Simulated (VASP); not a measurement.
# KF (I4/mmm) in VASP: notebook

The runs below take KF through single point, with PBE.

Program: VASP 6.6.1. These are calculated values, not measurements. Logs are shortened: lines on timing, memory, paths and dates and some standing lists are left out, and cuts for length are marked.

## Step 1: The cell of the first run

It takes space group I4/mmm (No. 139, tetragonal). Conventional cell: a = 3.686 Å, b = 3.686 Å, c = 5.614 Å, α = 90.00°, β = 90.00°, γ = 90.00°. Within 3.4 Å of K (site symmetry 4/mmm) lie 6 F at 2.61 to 2.81 Å. F (site symmetry 4/mmm) has 6 K at 2.61 to 2.81 Å within 3.4 Å.

## Step 2: Single point, PBE (strain -0.025 along x and y, +0.050 along z)

The input, INCAR:

```
PREC     = Accurate       # precision mode
ENCUT    = 520            # plane-wave cutoff, eV
EDIFF    = 1E-7           # SCF threshold, eV
ISMEAR   = 0              # smearing method
SIGMA    = 0.05           # smearing width, eV
LREAL    = F              # projectors in reciprocal space
LASPH    = T              # aspherical terms in the spheres
NELM     = 100            # most SCF steps
ALGO     = Normal         # electronic algorithm
ISIF     = 2              # what is computed and relaxed
LWAVE    = F              # write WAVECAR
LCHARG   = F              # write CHGCAR
GGA      = PE             # functional
NBANDS   = 15             # bands
```

The input, KPOINTS:

```
regular mesh
0
Gamma
  8 8 8
```

The input, POSCAR:

```
KF
1.0
    0.0000000000      2.6066625000      2.8071750000
    2.6066625000      0.0000000000      2.8071750000
    2.6066625000      2.6066625000      0.0000000000
K F
1 1
Direct
    0.0000000000      0.0000000000      0.0000000000
    0.5000000000      0.5000000000      0.5000000000
```

Potentials or basis: VASP PAW PBE potentials, release 64 (K_sv, F).

The run is started by

```sh
$ cat potpaw_PBE.64/K_sv/POTCAR potpaw_PBE.64/F/POTCAR > POTCAR
$ mpirun -np 1 vasp_std > vasp.out
```

OUTCAR:

```text
PREC = Accurate
   ENCUT = 520
   EDIFF = 1E-7
   ISMEAR = 0
   LREAL = F
   LASPH = T
   NELM = 100
   ISIF = 2
   GGA = PE

 ion  position               nearest neighbor table
   1  0.000  0.000  0.000-   2 2.61   2 2.61   2 2.61   2 2.61   2 2.81   2 2.81
   2  0.500  0.500  0.500-   1 2.61   1 2.61   1 2.61   1 2.61   1 2.81   1 2.81

  LATTYP: Found a body centered tetragonal cell.
 ALAT       =     3.6863774600
 C/A-ratio  =     1.5229992210

  Lattice vectors:

 A1 = (  -2.6066625000,   0.0000000000,   2.8071750000)
 A2 = (   2.6066625000,   0.0000000000,   2.8071750000)
 A3 = (   0.0000000000,   2.6066625000,  -2.8071750000)

Analysis of symmetry for initial positions (statically):
=====================================================================
 Subroutine PRICEL returns:
 Original cell was already a primitive cell.

 Routine SETGRP: Setting up the symmetry group for a
 body centered tetragonal supercell.

 Subroutine GETGRP returns: Found 16 space group operations
 (whereof 16 operations were pure point group operations)
 out of a pool of 16 trial point group operations.

The static configuration has the point symmetry D_4h.

Analysis of symmetry for dynamics (positions and initial velocities):
=====================================================================
 Subroutine PRICEL returns:
 Original cell was already a primitive cell.

 Routine SETGRP: Setting up the symmetry group for a
 body centered tetragonal supercell.

 Subroutine GETGRP returns: Found 16 space group operations
 (whereof 16 operations were pure point group operations)
 out of a pool of 16 trial point group operations.

The dynamic configuration has the point symmetry D_4h.

 Subroutine INISYM returns: Found 16 space group operations
 (whereof 16 operations are pure point group operations),
 and found     1 'primitive' translations

----------------------------------------------------------------------------------------

                                     Primitive cell

  volume of cell :      38.1478

  direct lattice vectors                    reciprocal lattice vectors
     0.000000000  2.606662500  2.807175000    -0.191816163  0.191816163  0.178115009
     2.606662500  0.000000000  2.807175000     0.191816163 -0.191816163  0.178115009
     2.606662500  2.606662500  0.000000000     0.191816163  0.191816163 -0.178115009

  length of vectors
     3.830785934  3.830785934  3.686377460     0.324517854  0.324517854  0.324517854

  position of ions in fractional coordinates (direct lattice)
     0.000000000  0.000000000  0.000000000
     0.500000000  0.500000000  0.500000000

  ion indices of the primitive-cell ions
   primitive index   ion index
                 1           1
                 2           2

----------------------------------------------------------------------------------------

 KPOINTS: regular mesh

Automatic generation of k-mesh.
 Grid dimensions read from file:
 generate k-points for:    8    8    8

 Generating k-lattice:

  Cartesian coordinates                     Fractional coordinates (reciprocal lattice)
    -0.023977020  0.023977020  0.022264376     0.125000000  0.000000000  0.000000000
     0.023977020 -0.023977020  0.022264376     0.000000000  0.125000000  0.000000000
     0.023977020  0.023977020 -0.022264376     0.000000000  0.000000000  0.125000000

  Length of vectors
     0.040564732  0.040564732  0.040564732

  Shift w.r.t. Gamma in fractional coordinates (k-lattice)
     0.000000000  0.000000000  0.000000000

 Subroutine IBZKPT returns following result:
 ===========================================

 Found     59 irreducible k-points:

 Following reciprocal coordinates:
            Coordinates               Weight
  0.000000  0.000000  0.000000      1.000000
  0.125000  0.000000  0.000000      8.000000
  0.250000  0.000000  0.000000      8.000000
  0.375000  0.000000  0.000000      8.000000
  0.500000  0.000000  0.000000      4.000000
  0.125000  0.125000  0.000000      2.000000
[... 16 lines left out ...]
  0.250000  0.000000  0.125000     16.000000
  0.375000  0.000000  0.125000     16.000000
 [... further k-points ...]
   k-points           NKPTS =     59   k-points in BZ     NKDIM =     59   number of bands    NBANDS=     15
   number of dos      NEDOS =    301   number of ions     NIONS =      2
   total plane-waves  NPLWV =  21952
   dimension x,y,z NGX =    28 NGY =   28 NGZ =   28
   dimension x,y,z NGXF=    56 NGYF=   56 NGZF=   56
   ions per type =               1   1
   NGX,Y,Z   is equivalent  to a cutoff of  12.15, 12.15, 12.63 a.u.
   NGXF,Y,Z  is equivalent  to a cutoff of  24.30, 24.30, 25.25 a.u.
 SYSTEM =  unknown system
   PREC   = accura    normal or accurate (medium, high low for compatibility)
   ISTART =      0    job   : 0-new  1-cont  2-samecut
   ICHARG =      2    charge: 1-file 2-atom 10-const
   ISPIN  =      1    spin polarized calculation?
   LNONCOLLINEAR =      F non collinear calculations
   LSORBIT =      F    spin-orbit coupling
   LASPH  =      T    aspherical Exc in radial PAW
   ENCUT  =  520.0 eV  38.22 Ry    6.18 a.u.   7.12  7.12  6.85*2*pi/ulx,y,z
   NELM   =    100;   NELMIN=  2; NELMDL= -5     # of ELM steps
   EDIFF  = 0.1E-06   stopping-criterion for ELM
   LREAL  =      F    real-space projection
   EDIFFG = 0.1E-05   stopping-criterion for IOM
   NSW    =      0    number of steps for IOM
   IBRION =     -1    ionic relax: 0-MD 1-quasi-New 2-CG
   NFREE  =      0    steps in history (QN), initial steepest desc. (CG)
   ISIF   =      2    stress and relaxation
   ISYM   =      2    0-nonsym 1-usesym 2-fastsym
   POTIM  = 0.5000    time-step for ionic-motion
   TEBEG  =    0.0;   TEEND  =   0.0 temperature during run
   PSTRESS=    0.0 pullay stress
   NELECT =      16.0000    total number of electrons
   NUPDOWN=      -1.0000    fix difference up-down
   EMIN   =  10.00;   EMAX   =-10.00  energy-range for DOS
   EFERMI =   0.00;   METHOD = LEGACY
   ISMEAR =     0;   SIGMA  =   0.05  broadening in eV -4-tet -1-fermi 0-gaus
   EFERMI_NEDOS =   21; number of points for ismear=-14 and -15
   IALGO  =     38    algorithm
   IMIX   =      4    mixing-type and parameters
     AMIX     =   0.40;   BMIX     =  1.00
     AMIX_MAG =   1.60;   BMIX_MAG =  1.00
  volume/ion in A,a.u.               =      19.07       128.72
  Fermi-wavevector in a.u.,A,eV,Ry     =   1.225439  2.315744 20.431888  1.501701
  Thomas-Fermi vector in A             =   2.360477
   LORBIT       =      0    0 simple, 1 ext, 2 COOP (PROOUT), +10 PAW based schemes
   GGA     = PE    functional components
   LHFCALC =     F    Hartree Fock is set to
   AEXX    =    0.0000 exact exchange contribution
   IVDW    =     0    specifies the selected vdW correction
   LEPSILON=     F    determine dielectric tensor
   LRPA    =     F    only Hartree local field effects (RPA)
 non-spin polarized calculation
 Gauss-broadening in eV      SIGMA  =   0.05
  energy-cutoff  :      520.00
  volume of cell :       38.15
 maximum number of plane-waves:      1042
   NGX = 15   NGY = 15   NGZ = 13

 number of electron      16.0000006 magnetization

 Free energy of the ion-electron system (eV)
  ---------------------------------------------------
  ext. energy  EPLUGINS =         0.00000000
  ---------------------------------------------------
  free energy    TOTEN  =        -8.26609415 eV

  energy without entropy =       -8.26609415  energy(sigma->0) =       -8.26609415

 E-fermi :  -2.4499     XC(G=0):  -8.3962

 val. band max:       -2.7708567389   @ k =   0.0000   0.0000   0.0000
 cond. band min:       3.3311843968   @ k =   0.0000   0.0000   0.0000
 fundamental gap:      6.1020411356
 Fermi energy:        -2.4498558999

 k-point     1 :       0.0000    0.0000    0.0000
  band No.  band energies     occupation
      1     -28.9250      2.00000
      2     -21.4683      2.00000
      3     -12.2011      2.00000
      4     -12.1670      2.00000
      5     -12.1670      2.00000
      6      -2.8668      2.00000
      7      -2.7709      2.00000
      8      -2.7709      2.00000
      9       3.3312      0.00000
     10       7.6168      0.00000
     11       8.0492      0.00000
     12       8.0492      0.00000
     13       9.2545      0.00000
     14       9.9149      0.00000
     15      14.1802      0.00000

 k-point     2 :       0.1250    0.0000    0.0000
  band No.  band energies     occupation
      1     -28.9109      2.00000
      2     -21.4822      2.00000
      3     -12.2302      2.00000
      4     -12.1866      2.00000
      5     -12.1664      2.00000
      6      -2.9576      2.00000
      7      -2.8703      2.00000
      8      -2.8317      2.00000
      9       3.7606      0.00000
     10       7.6018      0.00000
     11       8.0268      0.00000
     12       8.2522      0.00000
     13       9.4092      0.00000
     14      10.0577      0.00000
     15      14.9253      0.00000

 k-point     3 :       0.2500    0.0000    0.0000
  band No.  band energies     occupation
      1     -28.8766      2.00000
      2     -21.5163      2.00000
      3     -12.3200      2.00000
      4     -12.2133      2.00000
      5     -12.1649      2.00000
      6      -3.2439      2.00000
      7      -2.9997      2.00000
      8      -2.9754      2.00000
      9       4.8325      0.00000
     10       7.3097      0.00000
     11       8.4835      0.00000
     12       8.7716      0.00000
     13       9.9101      0.00000
     14      10.4741      0.00000
     15      15.8002      0.00000
[... 343 lines left out ...]
 k-point    23 :       0.2500    0.0000    0.1250
  band No.  band energies     occupation
      1     -28.8764      2.00000
      2     -21.5128      2.00000
      3     -12.2909      2.00000
      4     -12.2489      2.00000
      5     -12.1839      2.00000
      6      -3.2628      2.00000
      7      -2.9583      2.00000
      8      -2.8760      2.00000
      9       4.6840      0.00000
     10       6.9859      0.00000
     11       8.6298      0.00000
     12       8.8802      0.00000
     13       9.8756      0.00000
     14      10.3438      0.00000
     15      16.2143      0.00000

 k-point    24 :       0.3750    0.0000    0.1250
  band No.  band energies     occupation
      1     -28.8425      2.00000
      2     -21.5399      2.00000
      3     -12.3938      2.00000
      4     -12.2700      2.00000
      5     -12.2111      2.00000
      6      -3.4187      2.00000
      7      -3.0802      2.00000
      8      -3.0155      2.00000
      9       5.7977      0.00000
     10       6.9100      0.00000
     11       9.0833      0.00000
     12       9.3106      0.00000
     13      10.6929      0.00000
     14      10.8878      0.00000
     15      14.7154      0.00000

 [... further k-points ...]
[... 5 lines left out ...]
  --------------------------------------------------------------------------------------
  -------------------------------------------------------------------------------------
  Total        0.7639473      0.7639473     -0.1781493      0.0000000      0.0000000      0.0000000
  in kB       32.0852098     32.0852098     -7.4821369      0.0000000      0.0000000      0.0000000
  external PRESSURE =      18.8960942 kB  Pullay stress =       0.0000000 kB

 VOLUME and BASIS-vectors are now :
 -----------------------------------------------------------------------------
  energy-cutoff  :      520.00
  volume of cell :       38.15
      direct lattice vectors                 reciprocal lattice vectors
     0.000000000  2.606662500  2.807175000    -0.191816163  0.191816163  0.178115009
     2.606662500  0.000000000  2.807175000     0.191816163 -0.191816163  0.178115009
     2.606662500  2.606662500  0.000000000     0.191816163  0.191816163 -0.178115009

 POSITION                                       TOTAL-FORCE (eV/Angst)
 -----------------------------------------------------------------------------------
      0.00000      0.00000      0.00000         0.000000     -0.000000      0.000000
      2.60666      2.60666      2.80717        -0.000000      0.000000      0.000000
 -----------------------------------------------------------------------------------
    total drift:                                0.000000      0.000000      0.000000

  FREE ENERGIE OF THE ION-ELECTRON SYSTEM (eV)
  ---------------------------------------------------
  free  energy   TOTEN  =        -8.2660941470 eV

  energy  without entropy=       -8.2660941470  energy(sigma->0) =       -8.26609415
```

Wall time 29 s (1 thread of Intel Xeon Platinum 8259CL at 2.50GHz (Skylake/Cascade Lake), shared host); peak memory 0.17 GiB.

What came out:

| Item | Value |
| --- | --- |
| Free energy | -8.2661 eV |
| Pressure | 1.9 GPa |
| Band gap on the k mesh | 6.10 eV, direct |

Caveat: the cell differs from its parent crystal (strain -0.025 along x and y, +0.050 along z).

## Step 3: Single point, PBE (strain +0.025 along x and y, -0.050 along z)

The input, INCAR:

```
SYSTEM = KF
ALGO = Normal
EDIFF = 1E-6
ENCUT = 520
GGA = PE
ISIF = 2
ISMEAR = 0
LASPH = .TRUE.
LCHARG = .FALSE.
LREAL = .FALSE.
LWAVE = .FALSE.
NBANDS = 15
NELM = 100
PREC = Accurate
SIGMA = 0.05
```

The input, KPOINTS:

```
k-points
0
G
  8 8 8
  0 0 0
```

The input, POSCAR:

```
KF
1.0
    0.0000000000      2.7403375000      2.5398250000
    2.7403375000      0.0000000000      2.5398250000
    2.7403375000      2.7403375000      0.0000000000
K F
1 1
Direct
    0.0000000000      0.0000000000      0.0000000000
    0.5000000000      0.5000000000      0.5000000000
```

Potentials or basis: VASP PAW PBE potentials, release 64 (K_sv, F).

The run is started by

```sh
$ cat potpaw_PBE.64/K_sv/POTCAR potpaw_PBE.64/F/POTCAR > POTCAR
$ mpirun -np 1 vasp_std > vasp.out
```

Wall time 27 s (1 thread of Intel Xeon Platinum 8259CL at 2.50GHz (Skylake/Cascade Lake), shared host); peak memory 0.18 GiB.

It converged, with:

```
Free energy            : -8.2599 eV
Pressure               : 2.0 GPa
Band gap on the k mesh : 6.04 eV, direct
```

Stress tensor (GPa, compression positive):
```
0.20 0.00 0.00
0.00 0.20 0.00
0.00 0.00 5.52
```

Levels at points of the mesh, in eV from the valence-band top:
```tsv
k point	band 4	band 5	band 6	band 7	band 8	band 9	band 10	band 11	band 12	band 13
(0.00, 0.00, 0.00)	-9.47	-9.46	-0.14	-0.14	0.00	6.04	10.48	10.48	10.90	11.89
(0.50, 0.00, 0.00)	-9.54	-9.43	-0.90	-0.46	-0.45	8.96	10.49	11.76	12.26	14.19
(0.50, 0.50, 0.00)	-9.73	-9.73	-0.20	-0.20	-0.16	7.93	10.30	12.18	13.52	14.14
(0.50, 0.00, 0.50)	-9.69	-9.62	-0.37	-0.19	-0.04	8.23	10.18	11.47	13.53	13.84
```

Caveat: the cell differs from its parent crystal (strain +0.025 along x and y, -0.050 along z). A k mesh can miss the band edges.

## Step 4: Single point, PBE (strain +0.025 along x and y, -0.025 along z)

The input, INCAR:

```
SYSTEM = KF
PREC = Accurate
ENCUT = 520
EDIFF = 1E-6
ISMEAR = 0
SIGMA = 0.05
LREAL = .FALSE.
LASPH = .TRUE.
NELM = 60
ALGO = Normal
ISIF = 2
LWAVE = .FALSE.
LCHARG = .FALSE.
GGA = PE
NBANDS = 15
```

The input, KPOINTS:

```
Automatic mesh
0
G
  8 8 8
  0 0 0
```

The input, POSCAR:

```
KF
1.0
    0.0000000000      2.7403375000      2.6066625000
    2.7403375000      0.0000000000      2.6066625000
    2.7403375000      2.7403375000      0.0000000000
K F
1 1
Direct
    0.0000000000      0.0000000000      0.0000000000
    0.5000000000      0.5000000000      0.5000000000
```

The run is started by

```sh
$ cat potpaw_PBE.64/K_sv/POTCAR potpaw_PBE.64/F/POTCAR > POTCAR
$ mpirun -np 1 vasp_std > vasp.out
```

It took 29 s on 1 thread of Intel Xeon Platinum 8259CL at 2.50GHz (Skylake/Cascade Lake), shared host; peak memory 0.17 GiB.

It converged, with:

```yaml
Free_energy: -8.2862 eV
Pressure: 0.7 GPa
Band_gap_on_the_k_mesh: 5.97 eV, direct
```

Stress tensor (GPa, compression positive):
```
-0.20  0.00  0.00
 0.00 -0.20  0.00
 0.00  0.00  2.66
```

Levels at points of the mesh, in eV from the valence-band top:
| k point | band 4 | band 5 | band 6 | band 7 | band 8 | band 9 | band 10 | band 11 | band 12 | band 13 |
| --- | --- | --- | --- | --- | --- | --- | --- | --- | --- | --- |
| (0.00, 0.00, 0.00) | -9.53 | -9.52 | -0.07 | -0.07 | 0.00 | 5.97 | 10.48 | 10.48 | 10.75 | 11.96 |
| (0.50, 0.00, 0.00) | -9.59 | -9.52 | -0.82 | -0.39 | -0.38 | 8.90 | 10.35 | 11.75 | 12.07 | 14.06 |
| (0.50, 0.50, 0.00) | -9.75 | -9.75 | -0.19 | -0.14 | -0.14 | 8.01 | 10.16 | 11.86 | 13.42 | 14.02 |
| (0.50, 0.00, 0.50) | -9.72 | -9.68 | -0.31 | -0.14 | -0.05 | 8.20 | 10.09 | 11.39 | 13.43 | 13.82 |

Caveat: the cell differs from its parent crystal (strain +0.025 along x and y, -0.025 along z). A k mesh can miss the band edges.

## Step 5: Single point, PBE (strain +0.050 along x and y, -0.050 along z)

The input, INCAR:

```
PREC = Accurate ; ENCUT = 520
EDIFF = 1E-6 ; ISMEAR = 0
SIGMA = 0.05 ; LREAL = F
LASPH = T ; NELM = 100
ALGO = Normal ; ISIF = 2
LWAVE = F ; LCHARG = F
GGA = PE ; NBANDS = 15
```

The input, KPOINTS:

```
regular mesh
0
Gamma
  8 8 8
```

The input, POSCAR:

```
KF
1.0
    0.0000000000      2.8071750000      2.5398250000
    2.8071750000      0.0000000000      2.5398250000
    2.8071750000      2.8071750000      0.0000000000
K F
1 1
Direct
    0.0000000000      0.0000000000      0.0000000000
    0.5000000000      0.5000000000      0.5000000000
```

The run is started by

```sh
$ cat potpaw_PBE.64/K_sv/POTCAR potpaw_PBE.64/F/POTCAR > POTCAR
$ mpirun -np 1 vasp_std > vasp.out
```

Wall time 27 s (1 thread of Intel Xeon Platinum 8259CL at 2.50GHz (Skylake/Cascade Lake), shared host); peak memory 0.18 GiB.

Results (log left out):

- Free energy: -8.2555 eV
- Pressure: 0.7 GPa
- Band gap on the k mesh: 5.77 eV, direct

Stress tensor (GPa, compression positive):
```
-1.23  0.00  0.00
 0.00 -1.23  0.00
 0.00  0.00  4.52
```

Levels at points of the mesh, in eV from the valence-band top:
| k point | band 5 | band 6 | band 7 | band 8 | band 9 | band 10 | band 11 | band 12 |
| --- | --- | --- | --- | --- | --- | --- | --- | --- |
| (0.00, 0.00, 0.00) | -9.63 | -0.16 | -0.16 | 0.00 | 5.77 | 10.32 | 10.32 | 10.84 |
| (0.50, 0.00, 0.00) | -9.58 | -0.86 | -0.45 | -0.43 | 8.73 | 10.12 | 11.46 | 12.11 |
| (0.50, 0.50, 0.00) | -9.88 | -0.24 | -0.24 | -0.16 | 7.82 | 10.08 | 11.94 | 13.26 |
| (0.50, 0.00, 0.50) | -9.75 | -0.41 | -0.21 | -0.05 | 8.22 | 9.89 | 10.99 | 13.26 |

Caveat: the cell differs from its parent crystal (strain +0.050 along x and y, -0.050 along z). A k mesh can miss the band edges.

## Step 6: Summary

```csv
cell,gap on the mesh (eV),pressure (GPa)
"a = 3.831, b = 3.831, c = 3.686 Å, angles 61.2, 61.2, 57.5°, 2 atoms",6.10,1.9
"a = 3.736, b = 3.736, c = 3.875 Å, angles 58.8, 58.8, 62.5°, 2 atoms",6.04,2.0
"a = 3.782, b = 3.782, c = 3.875 Å, angles 59.2, 59.2, 61.6°, 2 atoms",5.97,0.7
"a = 3.786, b = 3.786, c = 3.970 Å, angles 58.4, 58.4, 63.2°, 2 atoms",5.77,0.7
```

Alike in all rows: task single point; level PBE; potentials or basis VASP PAW PBE potentials, release 64 (K_sv, F); no spin polarisation; k mesh 8 × 8 × 8; cutoff (eV) 520; smearing gaussian 0.05 eV.

Total energies depend on the potentials used, so only differences within one code and one set of settings carry meaning.
